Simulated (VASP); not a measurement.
Wanted: the native input for a VASP 6.6.1 run.

```yaml
Task: single point
Functional: PBEsol
Potentials_or_basis: VASP PAW PBE potentials, release 64 (Nb_sv, As)
Cutoff: 520 eV
k_mesh: 12 × 12 × 12
Occupations: gaussian, width 0.1 eV
Spin: collinear spin, ferrimagnetic start
Starting_moments: "[0.36, -0.01] μB"
Fixed_moment: 0.5 μB
Dipole_correction: no
Further_INCAR_settings: ALGO = Normal; EDIFF = 1e-06; NBANDS = 20
```

The structure of NbAs lies in POSCAR:

```
NbAs
1.0
    0.0000000000      2.8723581278      2.8723581278
    2.8723581278      0.0000000000      2.8723581278
    2.8723581278      2.8723581278      0.0000000000
Nb As
1 1
Direct
    0.0000000000      0.0000000000      0.0000000000
    0.2500000000      0.2500000000      0.2500000000
```

The input as run:

INCAR

```
SYSTEM = NbAs
PREC     = Accurate       ! precision mode
ENCUT    = 520            ! plane-wave cutoff, eV
EDIFF    = 1E-6           ! SCF threshold, eV
ISMEAR   = 0              ! smearing method
SIGMA    = 0.1            ! smearing width, eV
LREAL    = .False.        ! projectors in reciprocal space
LASPH    = .True.         ! aspherical terms in the spheres
NELM     = 150            ! most SCF steps
ALGO     = Normal         ! electronic algorithm
ISIF     = 2              ! what is computed and relaxed
LWAVE    = .False.        ! write WAVECAR
LCHARG   = .True.         ! write CHGCAR
ISPIN    = 2              ! spin polarisation
MAGMOM   = 0.36 -0.01     ! initial moments
LORBIT   = 11             ! projections on sites
NUPDOWN  = 0.5            ! fixed moment
LMAXMIX  = 4              ! l up to which the mixer works
GGA      = PS             ! functional
LELF     = .True.         ! ELF
LVHAR    = .True.       
NBANDS   = 20             ! bands
```

KPOINTS

```
Automatic mesh
0
Gamma
  12 12 12
  0 0 0
```

Potentials or basis: VASP PAW PBE potentials, release 64 (Nb_sv, As).

Run with:

```sh
$ cat potpaw_PBE.64/Nb_sv/POTCAR potpaw_PBE.64/As/POTCAR > POTCAR
$ mpirun -np 1 vasp_std > vasp.out
```

It gave:

```yaml
Pressure: 0.6 GPa
Net_moment: 0.50 μB per cell
Site_moments: Nb +0.39; As -0.01 μB
Valence_electrons_inside_the_program's_atomic_spheres: Nb 10.67; As 2.97
```

Caveat: the PAW data sets were made with another functional, which shifts forces and pressure a little; the total moment is fixed, so each spin has its own Fermi level.

Run time: 54 s on 1 thread of Intel(R) Xeon(R) 6975P-C (Granite Rapids) (shared host), peak memory 0.25 GiB.
